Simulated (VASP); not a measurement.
# ScF3 (P4mm) in VASP: notebook, part 2 of 2

VASP 6.6.1. The steps go on from the part before.

### Step 3. Single point, LDA

INCAR

```
PREC = Accurate
ENCUT = 520
EDIFF = 1E-6
ISMEAR = 0
SIGMA = 0.05
LREAL = F
LASPH = T
NELM = 80
ALGO = Normal
ISIF = 2
LWAVE = F
LCHARG = F
GGA = CA
NBANDS = 24
```

KPOINTS

```
regular mesh
0
Gamma
  6 6 6
```

POSCAR

```
ScF3
1.0
    4.0124500000      0.0000000000      0.0000000000
    0.0000000000      4.0124500000      0.0000000000
    0.0000000000      0.0000000000      4.0124500000
Sc F
1 3
Direct
    0.0000000000      0.0000000000      0.0000000000
    0.4875387855      0.0000000000      0.0000000000
   -0.0124612145      0.5000000000      0.0000000000
   -0.0124612145      0.0000000000      0.5000000000
```

Potentials or basis: VASP PAW LDA potentials, release 64 (Sc_sv, F).

Command:

```
> cat potpaw_LDA.64/Sc_sv/POTCAR potpaw_LDA.64/F/POTCAR > POTCAR
> mpirun -np 1 vasp_std > vasp.out
```

It took 38 s on 1 thread of Intel Xeon Platinum 8488C (Sapphire Rapids), shared host; peak memory 0.17 GiB.

The run converged. Its results:

- Free energy: -29.5675 eV
- Pressure: -2.2 GPa
- Largest force: 0.478 eV/Å
- Band gap on the k mesh: 6.19 eV, indirect (least direct gap 6.73 eV)

Forces on the atoms (eV/Å):
```
Sc  -0.478  0.000  0.000
F    0.444  0.000  0.000
F    0.017  0.000  0.000
F    0.017  0.000  0.000
```

Stress tensor (GPa, compression positive):
```
-1.77  0.00  0.00
 0.00 -2.35  0.00
 0.00  0.00 -2.35
```

Levels at points of the mesh, in eV from the valence-band top:
| k point | band 14 | band 15 | band 16 | band 17 | band 18 | band 19 |
| --- | --- | --- | --- | --- | --- | --- |
| (0.00, 0.00, 0.00) | -0.55 | -0.54 | -0.54 | 6.19 | 6.21 | 6.21 |
| (0.50, 0.00, 0.00) | -0.72 | -0.54 | -0.54 | 6.23 | 7.12 | 7.12 |
| (0.00, 0.50, 0.00) | -0.73 | -0.58 | -0.56 | 6.25 | 7.11 | 7.11 |
| (0.50, 0.50, 0.00) | -0.96 | -0.96 | -0.02 | 7.15 | 7.16 | 7.80 |
| (0.00, 0.50, 0.50) | -0.98 | -0.98 | 0.00 | 7.15 | 7.15 | 7.79 |
| (0.50, 0.50, 0.50) | -0.02 | -0.02 | 0.00 | 7.84 | 7.84 | 7.84 |

Caveat: the cell differs from its parent crystal (all F atoms moved +0.050 Å, as atom 2 towards its neighbour atom 1 (Sc) at 2.006 Å).

### Step 4. Single point, LDA

INCAR

```
SYSTEM = ScF3
PREC     = Accurate       ! precision mode
ENCUT    = 520            ! plane-wave cutoff, eV
EDIFF    = 1E-6           ! SCF threshold, eV
ISMEAR   = 0              ! smearing method
SIGMA    = 0.05           ! smearing width, eV
LREAL    = .FALSE.        ! projectors in reciprocal space
LASPH    = .TRUE.         ! aspherical terms in the spheres
NELM     = 100            ! most SCF steps
ALGO     = Normal         ! electronic algorithm
ISIF     = 2              ! what is computed and relaxed
LWAVE    = .FALSE.        ! write WAVECAR
LCHARG   = .FALSE.        ! write CHGCAR
GGA      = CA             ! functional
NBANDS   = 24             ! bands
```

KPOINTS

```
Automatic mesh
0
G
  6 6 6
  0 0 0
```

POSCAR

```
ScF3
1.0
    4.0124500000      0.0000000000      0.0000000000
    0.0000000000      4.0124500000      0.0000000000
    0.0000000000      0.0000000000      4.0124500000
Sc F
1 3
Direct
    0.0000000000      0.0000000000      0.0000000000
    0.4813081783      0.0000000000      0.0000000000
   -0.0186918217      0.5000000000      0.0000000000
   -0.0186918217      0.0000000000      0.5000000000
```

Command:

```
> cat potpaw_LDA.64/Sc_sv/POTCAR potpaw_LDA.64/F/POTCAR > POTCAR
> mpirun -np 1 vasp_std > vasp.out
```

Run time: 39 s. Hardware: 1 thread of Intel Xeon Platinum 8488C (Sapphire Rapids), shared host; peak memory 0.17 GiB.

It converged, with:

```
Free energy            : -29.5524 eV
Pressure               : -2.0 GPa
Largest force          : 0.742 eV/Å
Band gap on the k mesh : 6.19 eV, indirect (least direct gap 6.74 eV)
```

Forces on the atoms (eV/Å):
```
Sc  -0.742  0.000  0.000
F    0.688  0.000  0.000
F    0.027  0.000  0.000
F    0.027  0.000  0.000
```

Stress tensor (GPa, compression positive):
```
-1.08  0.00  0.00
 0.00 -2.39  0.00
 0.00  0.00 -2.39
```

Levels at points of the mesh, in eV from the valence-band top:
| k point | band 13 | band 14 | band 15 | band 16 | band 17 | band 18 | band 19 | band 20 |
| --- | --- | --- | --- | --- | --- | --- | --- | --- |
| (0.00, 0.00, 0.00) | -0.60 | -0.57 | -0.55 | -0.55 | 6.19 | 6.24 | 6.24 | 7.59 |
| (0.50, 0.00, 0.00) | -1.22 | -0.72 | -0.54 | -0.54 | 6.24 | 7.15 | 7.15 | 7.99 |
| (0.00, 0.50, 0.00) | -1.17 | -0.74 | -0.62 | -0.57 | 6.28 | 7.11 | 7.12 | 8.02 |
| (0.50, 0.50, 0.00) | -1.15 | -0.97 | -0.96 | -0.04 | 7.15 | 7.18 | 7.80 | 8.65 |
| (0.00, 0.50, 0.50) | -1.18 | -1.01 | -1.01 | 0.00 | 7.15 | 7.15 | 7.79 | 8.63 |
| (0.50, 0.50, 0.50) | -2.31 | -0.04 | -0.04 | 0.00 | 7.83 | 7.85 | 7.85 | 10.75 |

Caveat: the cell differs from its parent crystal (all F atoms moved +0.075 Å, as atom 2 towards its neighbour atom 1 (Sc) at 2.006 Å). A k mesh can miss the band edges.

### Step 5. Single point, LDA

INCAR

```
SYSTEM = ScF3
ALGO = Normal
EDIFF = 1E-6
ENCUT = 520
GGA = CA
ISIF = 2
ISMEAR = 0
LASPH = .TRUE.
LCHARG = .FALSE.
LREAL = .FALSE.
LWAVE = .FALSE.
NBANDS = 24
NELM = 60
PREC = Accurate
SIGMA = 0.05
```

KPOINTS

```
k-points
0
G
  6 6 6
  0 0 0
```

POSCAR

```
ScF3
1.0
    4.0124500000      0.0000000000      0.0000000000
    0.0000000000      4.0124500000      0.0000000000
    0.0000000000      0.0000000000      4.0124500000
Sc F
1 3
Direct
    0.0000000000      0.0000000000      0.0000000000
    0.4937693928      0.0000000000      0.0000000000
   -0.0062306072      0.5000000000      0.0000000000
   -0.0062306072      0.0000000000      0.5000000000
```

Potentials or basis: VASP PAW LDA potentials, release 64 (Sc_sv, F).

Command:

```
> cat potpaw_LDA.64/Sc_sv/POTCAR potpaw_LDA.64/F/POTCAR > POTCAR
> mpirun -np 1 vasp_std > vasp.out
```

OUTCAR:

```text
SYSTEM = ScF3
   EDIFF = 1E-6
   ENCUT = 520
   GGA = CA
   ISIF = 2
   ISMEAR = 0
   LASPH = .TRUE.
   LREAL = .FALSE.
   NELM = 60
   PREC = Accurate

 ion  position               nearest neighbor table
   1  0.000  0.000  0.000-   2 1.98   3 2.01   4 2.01   4 2.01   3 2.01   2 2.03
   2  0.494  0.000  0.000-   1 1.98   1 2.03
   3  0.994  0.500  0.000-   1 2.01   1 2.01
   4  0.994  0.000  0.500-   1 2.01   1 2.01

  LATTYP: Found a simple cubic cell.
 ALAT       =     4.0124500000

  Lattice vectors:

 A1 = (   4.0124500000,   0.0000000000,   0.0000000000)
 A2 = (   0.0000000000,   4.0124500000,   0.0000000000)
 A3 = (   0.0000000000,   0.0000000000,   4.0124500000)

Analysis of symmetry for initial positions (statically):
=====================================================================
 Subroutine PRICEL returns:
 Original cell was already a primitive cell.

 Routine SETGRP: Setting up the symmetry group for a
 simple cubic supercell.

[... 167 lines left out ...]
  free energy    TOTEN  =       -29.57643076 eV

  energy without entropy =      -29.57643076  energy(sigma->0) =      -29.57643076

 E-fermi :  -3.5250     XC(G=0):  -8.8729

 val. band max:       -3.8593836252   @ k =   0.5000   0.5000   0.5000
 cond. band min:       2.3263671899   @ k =   0.0000   0.0000   0.0000
 fundamental gap:      6.1857508151
 Fermi energy:        -3.5250342023

 k-point     1 :       0.0000    0.0000    0.0000
  band No.  band energies     occupation
      1     -49.1363      2.00000
      2     -28.1799      2.00000
      3     -28.1742      2.00000
      4     -28.1742      2.00000
      5     -23.5202      2.00000
      6     -23.2375      2.00000
[... 637 lines left out ...]
     23       9.0962      0.00000
     24      11.4489      0.00000

 [... further k-points ...]

------------------------ aborting loop because EDIFF is reached ----------------------------------------

  FORCE on cell =-STRESS in cart. coord.  units (eV):
  Direction    XX          YY          ZZ          XY          YZ          ZX
  --------------------------------------------------------------------------------------
  -------------------------------------------------------------------------------------
  Total       -0.8832691     -0.9410631     -0.9410631      0.0000000      0.0000000      0.0000000
  in kB      -21.9065860    -23.3399772    -23.3399772      0.0000000      0.0000000      0.0000000
  external PRESSURE =     -22.8621801 kB  Pullay stress =       0.0000000 kB

 VOLUME and BASIS-vectors are now :
 -----------------------------------------------------------------------------
  energy-cutoff  :      520.00
  volume of cell :       64.60
      direct lattice vectors                 reciprocal lattice vectors
     4.012450000  0.000000000  0.000000000     0.249224289  0.000000000  0.000000000
     0.000000000  4.012450000  0.000000000     0.000000000  0.249224289  0.000000000
     0.000000000  0.000000000  4.012450000     0.000000000  0.000000000  0.249224289

 POSITION                                       TOTAL-FORCE (eV/Angst)
 -----------------------------------------------------------------------------------
      0.00000      0.00000      0.00000        -0.233485      0.000000     -0.000000
      1.98123      0.00000      0.00000         0.217171      0.000000      0.000000
      3.98745      2.00623      0.00000         0.008157      0.000000      0.000000
      3.98745      0.00000      2.00623         0.008157     -0.000000     -0.000000
 -----------------------------------------------------------------------------------
    total drift:                               -0.001628      0.000000     -0.000001

  FREE ENERGIE OF THE ION-ELECTRON SYSTEM (eV)
  ---------------------------------------------------
  free  energy   TOTEN  =       -29.5764307565 eV

  energy  without entropy=      -29.5764307565  energy(sigma->0) =      -29.57643076
```

Wall time 40 s (1 thread of Intel Xeon Platinum 8488C (Sapphire Rapids), shared host); peak memory 0.17 GiB.

What came out:

| Item | Value |
| --- | --- |
| Free energy | -29.5764 eV |
| Pressure | -2.3 GPa |
| Largest force | 0.233 eV/Å |
| Band gap on the k mesh | 6.19 eV, indirect (least direct gap 6.72 eV) |

Forces in eV/Å, atoms in the order of the input:
```
Sc  -0.233  0.000  0.000
F    0.217  0.000  0.000
F    0.008  0.000  0.000
F    0.008  0.000  0.000
```

Caveat: the cell differs from its parent crystal (all F atoms moved +0.025 Å, as atom 2 towards its neighbour atom 1 (Sc) at 2.006 Å). A k mesh can miss the band edges.
